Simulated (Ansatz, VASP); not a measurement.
Two plane-wave programs on Co3AuC

```
CELL_PARAMETERS angstrom
3.84168 0.00000 0.00000
0.00000 3.84168 0.00000
0.00000 0.00000 3.84168
ATOMIC_POSITIONS crystal
Au 0.00000 0.00000 0.00000
C 0.50000 0.50000 0.50000
Co 0.50000 0.50000 0.00000
Co 0.50000 0.00000 0.50000
Co 0.00000 0.50000 0.50000
```

Alike in both runs: task single point; functional PBE; k mesh 10 × 10 × 10; occupations gaussian, width 0.1 eV; collinear spin.

|  | VASP | Ansatz |
| --- | --- | --- |
| version | VASP 6.6.1 | Ansatz 0.2.0 |
| potentials or method | VASP PAW PBE potentials, release 64 (Au, C, Co), cutoff 520 eV | scalar-relativistic, plane waves, PAW |
| valence electrons in the cell | 42 | 74 |

|  | VASP | Ansatz | Ansatz less VASP |
| --- | --- | --- | --- |
| gap on the k mesh at the Fermi level (eV) | none | none | - |
| pressure (GPa) | -0.3 | 0.0 | +0.30 |
| net moment per atom (μB) | 0.82 | 0.83 | +0.011 |
| size of the moment on the site where the two differ most (μB) | 1.36 | 1.31 | -0.054 |

Site moments also hang on the region over which each program counts them. A gap of «none» marks a metal or a gap that the smearing closes. VASP's potentials hold 42 valence electrons a cell and Ansatz's 74, so a difference there can come from the potentials and not from the codes.

Neither program's run includes spin-orbit coupling.
